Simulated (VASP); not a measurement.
A run of VASP 6.6.1 is set up as follows.

INCAR

```
SYSTEM = Na2AgBr3
PREC = Accurate
ENCUT = 520
EDIFF = 1E-6
ISMEAR = -1
SIGMA = 0.05
LREAL = .False.
LASPH = .True.
NELM = 80
ALGO = Normal
ISIF = 2
LWAVE = .False.
LCHARG = .False.
GGA = PS
NBANDS = 32
```

Contents of KPOINTS:

```
Automatic mesh
0
Gamma
  4 4 4
  0 0 0
```

Contents of POSCAR:

```
Na2AgBr3
1.0
    3.9917180302      2.8090921020      5.1589506084
   -3.0144652080      3.0258729945      3.9798280111
    0.6664811452     -3.0078403603      2.7877459904
Na Ag Br
2 1 3
Direct
    0.0959126558      0.1545426800      0.2388779750
    0.7625470827      0.8213799725      0.9061092509
    0.4294603260      0.4885062466      0.5724518494
    0.7471564127      0.3289812834     -0.0871040129
    0.4291267129     -0.0112711942      0.5725767928
    0.1115734423      0.6466544721      0.2320661492
```

Potentials or basis: VASP PAW PBE potentials, release 64 (Na_pv, Ag, Br).

Run with:

```bash
$ cat potpaw_PBE.64/Na_pv/POTCAR potpaw_PBE.64/Ag/POTCAR potpaw_PBE.64/Br/POTCAR > POTCAR
$ mpirun -np 1 vasp_std > vasp.out
```

Task: Estimate the largest force.

Result: 0.007 eV/Å.

Task: Predict the pressure.

Result: 0.0 GPa.

Task: Predict the band gap on the k mesh.

Result: 2.01 eV (least direct gap 2.44 eV).

Forces in eV/Å, atoms in the order of the input:
```
Na   0.002  0.001  0.001
Na  -0.001 -0.002 -0.001
Ag  -0.002  0.000  0.000
Br  -0.006 -0.002  0.002
Br   0.005 -0.002 -0.004
Br   0.001  0.005  0.003
```

Caveat: the PAW data sets were made with another functional, which shifts forces and pressure a little. A k mesh can miss the band edges.
